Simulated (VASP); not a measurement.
A run of VASP 6.6.1:

File INCAR:

```
PREC = Accurate ; ENCUT = 520
EDIFF = 1E-6 ; ISMEAR = -1
SIGMA = 0.05 ; LREAL = F
LASPH = T ; NELM = 80
ALGO = Normal ; ISIF = 2
LWAVE = F ; LCHARG = F
GGA = PS ; NBANDS = 28
```

File KPOINTS:

```
Automatic mesh
0
Gamma
  6 6 4
```

POSCAR

```
BaTiO3
1.0
    3.9635518012      0.0000000000      0.0000000000
    0.0000000000      3.9635518012      0.0000000000
    0.0000000000      0.0000000000      4.7026777175
Ba Ti O
1 1 3
Direct
    0.0000000000      0.0000000000      0.0000000000
    0.5000000000      0.5000000000      0.5000000000
    0.0000000000      0.5000000000      0.5000000000
    0.5000000000      0.0000000000      0.5000000000
    0.0000000000      0.0000000000      0.5000000000
```

Potentials or basis: VASP PAW PBE potentials, release 64 (Ba_sv, Ti_sv, O).

Command:

```console
$ cat potpaw_PBE.64/Ba_sv/POTCAR potpaw_PBE.64/Ti_sv/POTCAR potpaw_PBE.64/O/POTCAR > POTCAR
$ mpirun -np 1 vasp_std > vasp.out
```

Hardware: 1 thread of Intel(R) Xeon(R) 6975P-C (Granite Rapids), with other jobs on the host.

Task: Estimate the wall time of this run.

Result: Wall time 33 s on 1 thread of Intel(R) Xeon(R) 6975P-C (Granite Rapids), on a shared host, peak memory 0.21 GiB. Counts: scf iterations 19, k points 30.
